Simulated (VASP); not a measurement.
Set up this calculation in VASP 6.6.1, as the native input.

| Quantity | Value |
| --- | --- |
| Task | single point |
| Functional | r2SCAN |
| Potentials or basis | VASP PAW PBE potentials, release 64 (Mg, Zn, S) |
| Cutoff | 520 eV |
| k mesh | 8 × 8 × 2 |
| Occupations | gaussian, width 0.02 eV |
| Spin | no spin polarisation |
| Dipole correction | no |
| Further INCAR settings | ALGO = Normal; EDIFF = 1e-06; NBANDS = 41 |

Mg5ZnS6:

```xyz
12
Lattice="3.6845 0.0000 0.0000 0.0000 3.6845 0.0000 0.0000 0.0000 15.6282" Properties=species:S:1:pos:R:3 pbc="T T T"
Mg    1.8423    1.8423    2.5684
Mg    0.0000    0.0000    5.1943
Mg    1.8423    1.8423    7.8141
Mg    0.0000    0.0000   10.4338
Mg    1.8423    1.8423   13.0597
Zn    0.0000    0.0000    0.0000
S     0.0000    0.0000    2.5592
S     1.8423    1.8423    5.1936
S     0.0000    0.0000    7.8141
S     1.8423    1.8423   10.4346
S     0.0000    0.0000   13.0690
S     1.8423    1.8423    0.0000
```

The input as run:

POSCAR

```
Mg5ZnS6
1.0
    3.6845300000      0.0000000000      0.0000000000
    0.0000000000      3.6845300000      0.0000000000
    0.0000000000      0.0000000000     15.6281640000
Mg Zn S
5 1 6
Direct
    0.5000000000      0.5000000000      0.1643460000
    0.0000000000      0.0000000000      0.3323690000
    0.5000000000      0.5000000000      0.5000000000
    0.0000000000      0.0000000000      0.6676310000
    0.5000000000      0.5000000000      0.8356540000
    0.0000000000      0.0000000000      0.0000000000
    0.0000000000      0.0000000000      0.1637530000
    0.5000000000      0.5000000000      0.3323200000
    0.0000000000      0.0000000000      0.5000000000
    0.5000000000      0.5000000000      0.6676800000
    0.0000000000      0.0000000000      0.8362470000
    0.5000000000      0.5000000000      0.0000000000
```

INCAR.step1

```
PREC = Accurate
ENCUT = 520
ISMEAR = 0
SIGMA = 0.02
LREAL = F
LASPH = T
NELM = 60
NBANDS = 41
GGA = PE
ALGO = Normal
EDIFF = 1E-4
LWAVE = T
LCHARG = F
```

INCAR.step2

```
PREC = Accurate
ENCUT = 520
EDIFF = 1E-6
ISMEAR = 0
SIGMA = 0.02
LREAL = F
LASPH = T
NELM = 60
ALGO = Normal
ISIF = 2
LWAVE = F
LCHARG = T
METAGGA = R2SCAN
LMIXTAU = T
LELF = T
LVHAR = T
NBANDS = 41
ISTART = 1
```

KPOINTS

```
Automatic mesh
0
Gamma
  8 8 2
```

Potentials or basis: VASP PAW PBE potentials, release 64 (Mg, Zn, S).

Command:

```bash
$ cat potpaw_PBE.64/Mg/POTCAR potpaw_PBE.64/Zn/POTCAR potpaw_PBE.64/S/POTCAR > POTCAR
$ cp INCAR.step1 INCAR
$ mpirun -np 1 vasp_std > vasp.out
$ cp INCAR.step2 INCAR
$ mpirun -np 1 vasp_std > vasp.out
```

Results of the run:

| Property | Result |
| --- | --- |
| Pressure | -1.7 GPa |
| Largest force | 0.011 eV/Å |
| Band gap on the k mesh | 1.72 eV (least direct gap 2.28 eV) |

Caveat: the PAW data sets were made with another functional, which shifts forces and pressure a little.

Wall time 7.6 min on 1 thread of Intel(R) Xeon(R) 6975P-C (Granite Rapids), with other jobs on the host, peak memory 0.47 GiB.
